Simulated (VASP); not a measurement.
A run of VASP 6.6.1 is set up as follows.

File POSCAR:

```
AgO
1.0
    0.0000000000      2.4080000000      2.4080000000
    2.4080000000      0.0000000000      2.4080000000
    2.4080000000      2.4080000000      0.0000000000
Ag O
1 1
Direct
    0.0000000000      0.0000000000      0.0000000000
    0.7500000000      0.7500000000      0.7500000000
```

The input INCAR.step1:

```
PREC     = Accurate       # precision mode
ENCUT    = 520            # plane-wave cutoff, eV
ISMEAR   = 0              # smearing method
SIGMA    = 0.15           # smearing width, eV
LREAL    = False          # projectors in reciprocal space
LASPH    = True           # aspherical terms in the spheres
NELM     = 60             # most SCF steps
NBANDS   = 16             # bands
GGA      = PE             # functional
ALGO     = Normal         # electronic algorithm
EDIFF    = 1E-4           # SCF threshold, eV
LWAVE    = True           # write WAVECAR
LCHARG   = False          # write CHGCAR
```

File INCAR.step2:

```
PREC     = Accurate       # precision mode
ENCUT    = 520            # plane-wave cutoff, eV
EDIFF    = 1E-6           # SCF threshold, eV
ISMEAR   = 0              # smearing method
SIGMA    = 0.15           # smearing width, eV
LREAL    = False          # projectors in reciprocal space
LASPH    = True           # aspherical terms in the spheres
NELM     = 60             # most SCF steps
ALGO     = Normal         # electronic algorithm
ISIF     = 2              # what is computed and relaxed
LWAVE    = False          # write WAVECAR
LCHARG   = False          # write CHGCAR
METAGGA  = R2SCAN         # meta-GGA
LMIXTAU  = True         
NBANDS   = 16             # bands
ISTART   = 1
```

File KPOINTS:

```
regular mesh
0
Gamma
  18 18 18
```

Potentials or basis: VASP PAW PBE potentials, release 64 (Ag, O).

Command:

```console
$ cat potpaw_PBE.64/Ag/POTCAR potpaw_PBE.64/O/POTCAR > POTCAR
$ cp INCAR.step1 INCAR
$ mpirun -np 1 vasp_std > vasp.out
$ cp INCAR.step2 INCAR
$ mpirun -np 1 vasp_std > vasp.out
```

Q: Estimate the pressure.

A: 14.1 GPa.

Caveat: the PAW data sets were made with another functional, which shifts forces and pressure a little; an odd number of electrons without spin polarisation forces a metal; a magnetic or distorted state may lie lower.
